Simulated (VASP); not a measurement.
**Rh: single point with LDA**

The system is Rh.

```xyz
1
Lattice="0.0000 1.8387 1.8387 1.8387 0.0000 1.8387 1.8387 1.8387 0.0000" Properties=species:S:1:pos:R:3 pbc="T T T"
Rh    0.0000    0.0000    0.0000
```

- Program: VASP 6.6.1
- Task: single point
- Functional: LDA
- Potentials or basis: VASP PAW LDA potentials, release 64 (Rh_pv)
- Cutoff: 520 eV
- k mesh: 22 × 22 × 22
- Occupations: gaussian, width 0.15 eV
- Spin: no spin polarisation
- Dipole correction: no
- Further INCAR settings: ALGO = Normal; EDIFF = 1e-06; NBANDS = 14

```yaml
Pressure: 24.1 GPa
Band_gap_on_the_k_mesh: zero (an odd number of electrons rules out a gap without spin polarisation)
```

Levels at points of the mesh, in eV from the Fermi level:
| k point | band 4 | band 5 | band 6 | band 7 | band 8 | band 9 | band 10 | band 11 |
| --- | --- | --- | --- | --- | --- | --- | --- | --- |
| (0.00, 0.00, 0.00) | -8.78 | -3.63 | -3.63 | -3.63 | -1.14 | -1.14 | 15.81 | 20.07 |
| (0.50, 0.00, 0.00) | -7.06 | -3.72 | -3.72 | 0.60 | 0.70 | 0.70 | 9.70 | 15.37 |
| (0.50, 0.50, 0.00) | -7.37 | -6.96 | 0.68 | 1.19 | 1.19 | 3.36 | 13.61 | 13.81 |

Wall time 18 s on 1 thread of Intel(R) Xeon(R) 6975P-C (Granite Rapids) (shared host), peak memory 0.16 GiB.

Caveat: the cell stands under pressure.
